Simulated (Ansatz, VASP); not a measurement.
Two plane-wave programs on BN

```
B N
1.0
     2.55394    0.00000    0.00000
    -1.27697    2.21178    0.00000
     0.00000    0.00000    4.22685
B N
2 2
Direct
  0.66667 0.33333 0.99972
  0.33333 0.66667 0.49972
  0.66667 0.33333 0.67259
  0.33333 0.66667 0.12528
```

Alike in both runs: task single point; functional r2SCAN; k mesh 12 × 12 × 6; occupations gaussian, width 0.05 eV; no spin polarisation.

|  | VASP | Ansatz |
| --- | --- | --- |
| version | VASP 6.6.1 | Ansatz 0.2.0 |
| potentials or method | VASP PAW PBE potentials, release 64 (B_h, N_h), cutoff 910 eV | scalar-relativistic, plane waves, PAW |
| valence electrons in the cell | 16 | 16 |

```tsv
	VASP	Ansatz	Ansatz less VASP
gap on the k mesh at the Fermi level (eV)	3.87	3.88	+0.016
least direct gap on the mesh (eV)	7.80	7.81	+0.007
rms of the force components (eV/Å)	3.287	3.280	-0.0068
```

VASP's potentials were made for PBE, not for r2SCAN. Atom by atom the forces differ by 0.008 eV/Å (rms over components).

Noted on VASP's run: the cutoff is short for stress, so the pressure is rough.
